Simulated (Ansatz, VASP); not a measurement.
# One calculation of BAs, two programs

INCAR

```
SYSTEM = BAs
ALGO = Normal ; EDIFF = 1E-7
EDIFFG = -0.001 ; ENCUT = 600
GGA = PE ; IBRION = 2
ISIF = 3 ; ISMEAR = 0
LASPH = .True. ; LCHARG = .False.
LREAL = .False. ; LWAVE = .False.
NELM = 80 ; NSW = 80
PREC = Accurate ; SIGMA = 0.01
```

Contents of KPOINTS:

```
k-points
0
Gamma
  10 10 10
  0 0 0
```

The input POSCAR:

```
BAs
1.0
    0.0000000000      2.4044111619      2.4044111619
    2.4044111619      0.0000000000      2.4044111619
    2.4044111619      2.4044111619      0.0000000000
B As
1 1
Direct
    0.0000000000      0.0000000000      0.0000000000
    0.7500000000      0.7500000000      0.7500000000
```

Input for Ansatz:

```yaml
crystal:
  lattice:
    - [0.0, 2.4044111605, 2.4044111605]
    - [2.4044111605, 0.0, 2.4044111605]
    - [2.4044111605, 2.4044111605, 0.0]
  atoms:
    - { symbol: B, position: [0.0, 0.0, 0.0] }
    - { symbol: As, position: [0.75, 0.75, 0.75] }
basis:
  ecutwfc: 420
kpoints:
  mp_grid: { grid: [10, 10, 10] }
hamiltonian:
  xc: pbe
scf:
  occupations: { method: fixed }
output:
  forces: true
  stress: true
  eigenvalues: true
  write_density: true
  write_potential: true
  elf: true
  volumetric_format: npy
relax:
  adjacent_minimum: "off"
  f_tol: 0.001
  max_steps: 60
  cell: { stress_tol: 0.01 }
```

Alike in both runs: task relaxation of cell and atoms; functional PBE; k mesh 10 × 10 × 10; no spin polarisation.

|  | VASP | Ansatz |
| --- | --- | --- |
| version | VASP 6.6.1 | Ansatz 0.2.0 |
| potentials or method | VASP PAW PBE potentials, release 64 (B, As), cutoff 600 eV | scalar-relativistic, plane waves, PAW |
| occupations | gaussian, width 0.01 eV | fixed |
| valence electrons in the cell | 8 | 18 |

```tsv
	VASP	Ansatz	Ansatz less VASP
gap on the k mesh at the Fermi level, each at its own relaxed structure (eV)	1.20	1.20	+0.003
relaxed volume (Å³/atom)	13.97	13.90	-0.062
relaxed cell length with the largest relative difference (Å)	3.406	3.401	-0.0050
```

VASP's potentials hold 8 valence electrons a cell and Ansatz's 18, so a difference there can come from the potentials and not from the codes.
